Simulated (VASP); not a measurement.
NiO:

```
Ni O
1.0
     0.00000    2.09131    2.09131
     2.09131    0.00000    2.09131
     2.09131    2.09131    0.00000
Ni O
1 1
Cartesian
  0.0000 0.0000 0.0000
  2.0913 2.0913 2.0913
```

Base run:

* Program: VASP 6.6.1
* Functional: LDA
* Potentials or basis: VASP PAW LDA potentials, release 64 (Ni_sv_GW, O)
* Cutoff: 700 eV
* k mesh: 8 × 8 × 8
* Occupations: gaussian, width 0.05 eV
* Spin: collinear spin, ferromagnetic start
* Starting moments: [1.69, 0.24] μB
* Hubbard terms: Ni d U = 6.0 eV, J = 0.9 eV

Its results: band gap on the k mesh 1.80 eV (least direct gap 2.76 eV); pressure -9.0 GPa.

Question: After a change of settings the same cell gave: band gap on the k mesh zero (bands 12 and 13 overlap by 2.87 eV); pressure -21.5 GPa. Which change was it?
A. moments at the start from [1.69, 0.24] to [1.85, 0.26]
B. moments at the start from [1.69, 0.24] to [2.0, 0.0]
C. spin from collinear spin, ferromagnetic start to no spin polarisation; further incar settings from ALGO = Normal; EDIFF = 1e-06; NBANDS = 23 to ALGO = Normal; EDIFF = 1e-06; NBANDS = 19

Answer: C.

Caveats: the cell stands under tension; a cell with one magnetic atom can't hold antiferromagnetic order, which such compounds often take (at least some runs); U without spin polarisation on a metal has little footing (at least some runs).
